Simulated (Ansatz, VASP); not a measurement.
Re in VASP and in Ansatz

```
CELL_PARAMETERS angstrom
0.00000 2.30878 1.45269
2.30878 0.00000 1.45269
2.30878 2.30878 0.00000
ATOMIC_POSITIONS crystal
Re 0.00000 0.00000 0.00000
```

Alike in both runs: task single point; functional PBE; k mesh 10 × 10 × 10; occupations gaussian, width 0.15 eV; no spin polarisation.

|  | VASP | Ansatz |
| --- | --- | --- |
| version | VASP 6.6.1 | Ansatz 0.2.0 |
| potentials or method | VASP PAW PBE potentials, release 64 (Re), cutoff 520 eV | scalar-relativistic, plane waves, PAW |
| valence electrons in the cell | 7 | 15 |

Ansatz gave:

| Quantity | Value |
| --- | --- |
| gap on the k mesh at the Fermi level (eV) | none |
| pressure (GPa) | -7.7 |
| traceless stress, the component that is largest in VASP (GPa) | 3.02 |

Q: Which values does VASP return?

A: gap on the k mesh at the Fermi level (eV): none; pressure (GPa): -8.2; traceless stress, the component that is largest in VASP (GPa): 2.82.

A gap of «none» marks a metal or a gap that the smearing closes. VASP's potentials hold 7 valence electrons a cell and Ansatz's 15, so a difference there can come from the potentials and not from the codes.

Spin-orbit coupling is off throughout.
